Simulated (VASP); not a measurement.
Set up this calculation in VASP 6.6.1, as the native input.

* Task: single point
* Functional: LDA
* Potentials or basis: VASP PAW LDA potentials, release 64 (Si, Te)
* Cutoff: 520 eV
* k mesh: 5 × 5 × 3
* Occupations: fermi-dirac, width 0.02 eV
* Spin: no spin polarisation
* Dipole correction: no
* Further INCAR settings: ALGO = Normal; EDIFF = 1e-06; NBANDS = 15

The structure of SiTe2 lies in POSCAR:

```
SiTe2
1.0
    3.7261339618      0.0000000000      0.0000000000
   -1.8630669809      3.2269266689      0.0000000000
    0.0000000000      0.0000000000      6.5603601799
Si Te
1 2
Direct
    0.0000000000      0.0000000000      0.0000000000
    0.3333333333      0.6666666667      0.2470825592
    0.6666666667      0.3333333333      0.7529174408
```

These files were run (other wordings do the same):

INCAR

```
SYSTEM = SiTe2
PREC     = Accurate       ! precision mode
ENCUT    = 520            ! plane-wave cutoff, eV
EDIFF    = 1E-6           ! SCF threshold, eV
ISMEAR   = -1             ! smearing method
SIGMA    = 0.02           ! smearing width, eV
LREAL    = .FALSE.        ! projectors in reciprocal space
LASPH    = .TRUE.         ! aspherical terms in the spheres
NELM     = 100            ! most SCF steps
ALGO     = Normal         ! electronic algorithm
ISIF     = 2              ! what is computed and relaxed
LWAVE    = .FALSE.        ! write WAVECAR
LCHARG   = .TRUE.         ! write CHGCAR
LELF     = .TRUE.         ! ELF
LVHAR    = .TRUE.       
NBANDS   = 15             ! bands
```

KPOINTS

```
regular mesh
0
G
  5 5 3
  0 0 0
```

Potentials or basis: VASP PAW LDA potentials, release 64 (Si, Te).

Run with:

```sh
$ cat potpaw_LDA.64/Si/POTCAR potpaw_LDA.64/Te/POTCAR > POTCAR
$ mpirun -np 1 vasp_std > vasp.out
```

Results of the run:

```yaml
Pressure: 0.2 GPa
Largest_force: 0.037 eV/Å
Band_gap_on_the_k_mesh: zero (band 8 reaches 7.01 eV, above the bottom of band 9 at 6.14 eV)
```

Caveat: the k points lie up to 0.39 Å⁻¹ apart; spin-orbit coupling is left out, which moves the levels of the heavy elements.

Run time: 6.5 s on 1 thread of Intel(R) Xeon(R) 6975P-C (Granite Rapids) (shared host), peak memory 0.16 GiB.
